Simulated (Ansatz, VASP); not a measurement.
# CaS: VASP beside Ansatz

Contents of INCAR:

```
  ALGO = Normal
  EDIFF = 1E-6
  ENCUT = 500
  GGA = PE
  GGA_COMPAT = F
  ISIF = 2
  ISMEAR = 0
  LASPH = T
  LCHARG = F
  LREAL = F
  LWAVE = F
  NBANDS = 15
  NELM = 120
  PREC = Accurate
  SIGMA = 0.1
```

File KPOINTS:

```
k-points
0
Gamma
  8 8 8
```

POSCAR

```
CaS
1.0
    0.0000000000      2.7911705692      2.7911705692
    2.7911705692      0.0000000000      2.7911705692
    2.7911705692      2.7911705692      0.0000000000
Ca S
1 1
Direct
    0.0000000000      0.0000000000      0.0000000000
    0.5000000000      0.5000000000      0.5000000000
```

Input for Ansatz:

```yaml
crystal:
  lattice:
    - [0.0, 2.7911705692, 2.7911705692]
    - [2.7911705692, 0.0, 2.7911705692]
    - [2.7911705692, 2.7911705692, 0.0]
  atoms:
    - { symbol: Ca, position: [0.0, 0.0, 0.0] }
    - { symbol: S, position: [0.5, 0.5, 0.5] }
basis:
  ecutwfc: 420
kpoints:
  mp_grid: { grid: [8, 8, 8] }
hamiltonian:
  xc: pbe
scf:
  occupations: { method: gaussian, width: 0.1 }
  max_iter: 52
output:
  forces: true
  stress: true
  eigenvalues: true
```

Alike in both runs: task single point; functional PBE; k mesh 8 × 8 × 8; occupations gaussian, width 0.1 eV; no spin polarisation.

```csv
,VASP,Ansatz
version,VASP 6.6.1,Ansatz 0.2.0
potentials or method,"VASP PAW PBE potentials, release 64 (Ca_sv, S), cutoff 500 eV","scalar-relativistic, plane waves, PAW"
valence electrons in the cell,16,16
```

|  | VASP | Ansatz | Ansatz less VASP |
| --- | --- | --- | --- |
| gap on the k mesh at the Fermi level (eV) | 2.21 | 2.22 | +0.007 |
| least direct gap on the mesh (eV) | 3.06 | 3.06 | +0.006 |
| pressure (GPa) | 4.7 | 4.5 | -0.19 |
